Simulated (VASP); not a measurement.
Here is a VASP 6.6.1 calculation.

The input INCAR:

```
SYSTEM = ZnCu
ALGO = Normal
EDIFF = 1E-6
ENCUT = 700
GGA = PE
GGA_COMPAT = .FALSE.
ISIF = 2
ISMEAR = -1
LASPH = .TRUE.
LCHARG = .FALSE.
LREAL = .FALSE.
LWAVE = .FALSE.
NBANDS = 22
NELM = 120
PREC = Accurate
SIGMA = 0.05
```

File KPOINTS:

```
k-points
0
G
  8 8 8
  0 0 0
```

Contents of POSCAR:

```
ZnCu
1.0
    2.8272000000      0.0000000000      0.0000000000
    0.0000000000      2.8272000000      0.0000000000
    0.0000000000      0.0000000000      2.9450000000
Zn Cu
1 1
Direct
    0.5000000000      0.5000000000      0.5000000000
    0.0000000000      0.0000000000      0.0000000000
```

Potentials or basis: VASP PAW PBE potentials, release 64 (Zn, Cu_sv_GW).

Command:

```bash
$ cat potpaw_PBE.64/Zn/POTCAR potpaw_PBE.64/Cu_sv_GW/POTCAR > POTCAR
$ mpirun -np 1 vasp_std > vasp.out
```

Problem. What does it give for the pressure?

Solution. 12.7 GPa.

Problem. Estimate the band gap on the k mesh.

Solution. Zero (an odd number of electrons rules out a gap without spin polarisation).

Stress tensor (GPa, compression positive):
```
13.03  0.00  0.00
 0.00 13.03  0.00
 0.00  0.00 11.95
```

Caveat: the cell stands under pressure.
